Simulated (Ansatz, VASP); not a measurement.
**Two plane-wave programs on NiGe**

INCAR

```
SYSTEM = NiGe
ALGO = Fast ; EDIFF = 1E-6
ENCUT = 520 ; GGA = PS
ISIF = 2 ; ISMEAR = 0
LASPH = .TRUE. ; LCHARG = .FALSE.
LREAL = .FALSE. ; LWAVE = .FALSE.
NBANDS = 58 ; NELM = 60
PREC = Accurate ; SIGMA = 0.1
```

Contents of KPOINTS:

```
k-points
0
G
  10 7 6
  0 0 0
```

File POSCAR:

```
NiGe
1.0
    3.4400167657      0.0000000000      0.0000000000
    0.0000000000      5.3107947965      0.0000000000
    0.0000000000      0.0000000000      5.7392574950
Ni Ge
4 4
Direct
    0.2500000000      0.9929865395      0.1888713130
    0.7500000000      0.0070134605      0.8111286870
    0.7500000000      0.5070134605      0.6888713130
    0.2500000000      0.4929865395      0.3111286870
    0.2500000000      0.8116425503      0.5883967052
    0.7500000000      0.1883574497      0.4116032948
    0.7500000000      0.6883574497      0.0883967052
    0.2500000000      0.3116425503      0.9116032948
```

Input for Ansatz:

```yaml
crystal:
  lattice:
    - [3.4400167657, 0.0, 0.0]
    - [0.0, 5.3107947965, 0.0]
    - [0.0, 0.0, 5.739257495]
  atoms:
    - { symbol: Ni, position: [0.25, 0.9929865395, 0.188871313] }
    - { symbol: Ni, position: [0.75, 0.0070134605, 0.811128687] }
    - { symbol: Ni, position: [0.75, 0.5070134605, 0.688871313] }
    - { symbol: Ni, position: [0.25, 0.4929865395, 0.311128687] }
    - { symbol: Ge, position: [0.25, 0.8116425503, 0.5883967052] }
    - { symbol: Ge, position: [0.75, 0.1883574497, 0.4116032948] }
    - { symbol: Ge, position: [0.75, 0.6883574497, 0.0883967052] }
    - { symbol: Ge, position: [0.25, 0.3116425503, 0.9116032948] }
basis:
  ecutwfc: 420
kpoints:
  mp_grid: { grid: [10, 7, 6] }
hamiltonian:
  xc: pbesol
scf:
  occupations: { method: gaussian, width: 0.1 }
output:
  forces: true
  stress: true
  eigenvalues: true
```

Alike in both runs: task single point; functional PBEsol; k mesh 10 × 7 × 6; occupations gaussian, width 0.1 eV; no spin polarisation.

|  | VASP | Ansatz |
| --- | --- | --- |
| version | VASP 6.6.1 | Ansatz 0.2.0 |
| potentials or method | VASP PAW PBE potentials, release 64 (Ni, Ge_d), cutoff 520 eV | scalar-relativistic, plane waves, PAW |
| valence electrons in the cell | 96 | 128 |

```csv
,VASP,Ansatz,Ansatz less VASP
gap on the k mesh at the Fermi level (eV),none,none,-
pressure (GPa),0.2,0.0,-0.21
"traceless stress, the component that is largest in VASP (GPa)",-0.32,-0.26,+0.054
rms of the force components (eV/Å),0.003,0.003,-0.0003
```

VASP's potentials were made for PBE, not for PBEsol. Atom by atom the forces differ by 0.003 eV/Å (rms over components). A gap of «none» marks a metal or a gap that the smearing closes. The functional is the same, so the differences come from potentials, cutoffs and numerics. VASP's potentials hold 96 valence electrons a cell and Ansatz's 128, so a difference there can come from the potentials and not from the codes.
